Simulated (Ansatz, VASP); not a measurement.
**One calculation of HCl, two programs**

```
H Cl
1.0
     0.00000    2.60062    2.87438
     2.60062    0.00000    2.87438
     2.60062    2.60062    0.00000
H Cl
1 1
Direct
  0.00000 0.00000 0.00000
  0.50000 0.50000 0.50000
```

Change from the starting cell: strain -0.050 along x and y, +0.050 along z, atoms carried along.

Alike in both runs: task single point; functional PBEsol; k mesh 16 × 16 × 16; occupations gaussian, width 0.15 eV; no spin polarisation.

|  | VASP | Ansatz |
| --- | --- | --- |
| version | VASP 6.6.1 | Ansatz 0.2.0 |
| potentials or method | VASP PAW PBE potentials, release 64 (H, Cl), cutoff 520 eV | scalar-relativistic, plane waves, PAW |
| valence electrons in the cell | 8 | 8 |

```tsv
	VASP	Ansatz	Ansatz less VASP
gap on the k mesh at the Fermi level (eV)	none	none	-
pressure (GPa)	-10.8	-10.7	+0.06
traceless stress, the component that is largest in VASP (GPa)	4.59	4.58	-0.011
```

VASP's potentials were made for PBE, not for PBEsol. A gap of «none» marks a metal or a gap that the smearing closes.
